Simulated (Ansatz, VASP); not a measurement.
**Two plane-wave programs on CdTe**

The input INCAR:

```
SYSTEM = CdTe
ALGO = Normal
EDIFF = 1E-7
ENCUT = 520
GGA = CA
ISIF = 2
ISMEAR = 0
LASPH = .TRUE.
LCHARG = .FALSE.
LREAL = .FALSE.
LWAVE = .FALSE.
NBANDS = 16
NELM = 80
PREC = Accurate
SIGMA = 0.05
```

KPOINTS

```
k-points
0
G
  8 8 8
  0 0 0
```

Contents of POSCAR:

```
CdTe
1.0
    0.0000000000      3.2050000000      3.3492250000
    3.2050000000      0.0000000000      3.3492250000
    3.2050000000      3.2050000000      0.0000000000
Cd Te
1 1
Direct
    0.0000000000      0.0000000000      0.0000000000
    0.7500000000      0.7500000000      0.7500000000
```

Input for Ansatz:

```yaml
crystal:
  lattice:
    - [0.0, 3.205, 3.349225]
    - [3.205, 0.0, 3.349225]
    - [3.205, 3.205, 0.0]
  atoms:
    - { symbol: Cd, position: [0.0, 0.0, 0.0] }
    - { symbol: Te, position: [0.75, 0.75, 0.75] }
basis:
  ecutwfc: 420
kpoints:
  mp_grid: { grid: [8, 8, 8] }
hamiltonian:
  xc: lda
scf:
  occupations: { method: gaussian, width: 0.05 }
output:
  forces: true
  stress: true
  eigenvalues: true
```

Change from the starting cell: strain +0.0450 x Voigt [0, 0, 1, 0, 0, 0], atoms carried along.

Alike in both runs: task single point; functional LDA; k mesh 8 × 8 × 8; occupations gaussian, width 0.05 eV; no spin polarisation.

|  | VASP | Ansatz |
| --- | --- | --- |
| version | VASP 6.6.1 | Ansatz 0.2.0 |
| potentials or method | VASP PAW LDA potentials, release 64 (Cd, Te), cutoff 520 eV | scalar-relativistic, plane waves, PAW |
| valence electrons in the cell | 18 | 36 |

Ansatz gave:

* gap on the k mesh at the Fermi level (eV): 0.42
* least direct gap on the mesh (eV): 0.42
* pressure (GPa): -1.9
* traceless stress, the component that is largest in VASP (GPa): -0.63

Question: Which values does VASP return?

Answer: gap on the k mesh at the Fermi level (eV): 0.46; least direct gap on the mesh (eV): 0.46; pressure (GPa): -1.7; traceless stress, the component that is largest in VASP (GPa): -0.62.

LDA's correlation is that of Perdew and Zunger in VASP and of Perdew and Wang (1992) in Ansatz. VASP's potentials hold 18 valence electrons a cell and Ansatz's 36, so a difference there can come from the potentials and not from the codes.

Spin-orbit coupling is off throughout.
